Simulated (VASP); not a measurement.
A run of VASP 6.6.1 is set up as follows.

POSCAR

```
Pt
1.0
    2.7606656158      0.0000000000      0.0000000000
   -1.3803328079      2.3908065546      0.0000000000
    0.0000000000      0.0000000000      4.7921340000
Pt
2
Direct
    0.3333333333      0.6666666667      0.2500000000
    0.6666666667      0.3333333333      0.7500000000
```

File INCAR.step1:

```
SYSTEM = Pt
PREC = Accurate
ENCUT = 520
EDIFF = 1E-5
ISMEAR = -1
SIGMA = 0.05
LREAL = .FALSE.
LASPH = .TRUE.
NELM = 100
ALGO = Normal
ISIF = 2
LWAVE = .TRUE.
LCHARG = .FALSE.
NBANDS = 17
GGA = PE
```

File INCAR.step2:

```
SYSTEM = Pt
PREC = Accurate
ENCUT = 520
EDIFF = 1E-6
ISMEAR = -1
SIGMA = 0.05
LREAL = .FALSE.
LASPH = .TRUE.
NELM = 100
ALGO = Normal
ISIF = 2
LWAVE = .FALSE.
LCHARG = .FALSE.
GGA = PS
LHFCALC = .TRUE.
AEXX = 0.25
PRECFOCK = Normal
NBANDS = 17
ISTART = 1
```

KPOINTS

```
Automatic mesh
0
G
  6 6 3
  0 0 0
```

Potentials or basis: VASP PAW PBE potentials, release 64 (Pt).

The run is started by

```sh
$ cat potpaw_PBE.64/Pt/POTCAR > POTCAR
$ cp INCAR.step1 INCAR
$ mpirun -np 1 vasp_std > vasp.out
$ cp INCAR.step2 INCAR
$ mpirun -np 1 vasp_std > vasp.out
```

(1) What does it give for the pressure?

(2) Estimate the band gap on the k mesh.

Answers

(1) -17.0 GPa.

(2) zero (bands 10 and 11 overlap by 2.19 eV).

Caveat: the k points lie up to 0.44 Å⁻¹ apart, too coarse for converged energies and pressures of a metal; the PAW data sets were made with another functional, which shifts forces and pressure a little; spin-orbit coupling is left out, which moves the levels of the heavy elements.
